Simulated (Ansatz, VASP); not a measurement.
# Se in VASP and in Ansatz

The input INCAR:

```
SYSTEM = Se
PREC     = Accurate       ! precision mode
ENCUT    = 520            ! plane-wave cutoff, eV
EDIFF    = 1E-8           ! SCF threshold, eV
ISMEAR   = -1             ! smearing method
SIGMA    = 0.03           ! smearing width, eV
LREAL    = .FALSE.        ! projectors in reciprocal space
LASPH    = .TRUE.         ! aspherical terms in the spheres
NELM     = 60             ! most SCF steps
ALGO     = Normal         ! electronic algorithm
ISIF     = 2              ! what is computed and relaxed
LWAVE    = .FALSE.        ! write WAVECAR
LCHARG   = .FALSE.        ! write CHGCAR
GGA      = PS             ! functional
LEFG     = .TRUE.       
NBANDS   = 9              ! bands
```

The input KPOINTS:

```
regular mesh
0
G
  12 12 12
  0 0 0
```

File POSCAR:

```
Se
1.0
    2.8337918670      0.0000000000      0.0000000000
    0.0000000000      2.8337918670      0.0000000000
    0.0000000000      0.0000000000      2.8337918670
Se
1
Direct
    0.0000000000      0.0000000000      0.0000000000
```

Input for Ansatz:

```yaml
crystal:
  lattice:
    - [2.833791867, 0.0, 0.0]
    - [0.0, 2.833791867, 0.0]
    - [0.0, 0.0, 2.833791867]
  atoms:
    - { symbol: Se, position: [0.0, 0.0, 0.0] }
kpoints:
  mp_grid: { grid: [12, 12, 12] }
scf:
  occupations: { method: fermi_dirac, width: 0.03 }
hamiltonian:
  xc: pbesol
  pseudopotentials: { kind: paw }
output:
  forces: true
  stress: true
  eigenvalues: true
  efg: { contact_densities: true }
```

Change from the starting cell: volume scaled by 1.025, PAW files.

Alike in both runs: task electric field gradients; functional PBEsol; k mesh 12 × 12 × 12; occupations fermi-dirac, width 0.03 eV; no spin polarisation.

|  | VASP | Ansatz |
| --- | --- | --- |
| version | VASP 6.6.1 | Ansatz 0.2.0 |
| potentials or method | VASP PAW PBE potentials, release 64 (Se) | PAW with Ansatz's default frozen-core files, scalar-relativistic |
| plane-wave cutoff (eV) | 520 | 420 |
| valence electrons in the cell | 6 | 16 |

```tsv
	VASP	Ansatz	Ansatz less VASP
pressure (GPa)	-3.6	-3.6	-0.08
```

VASP's potentials were made for PBE, not for PBEsol. The functional is the same, so the differences come from potentials, cutoffs and numerics. VASP's potentials hold 6 valence electrons a cell and Ansatz's 16, so a difference there can come from the potentials and not from the codes.
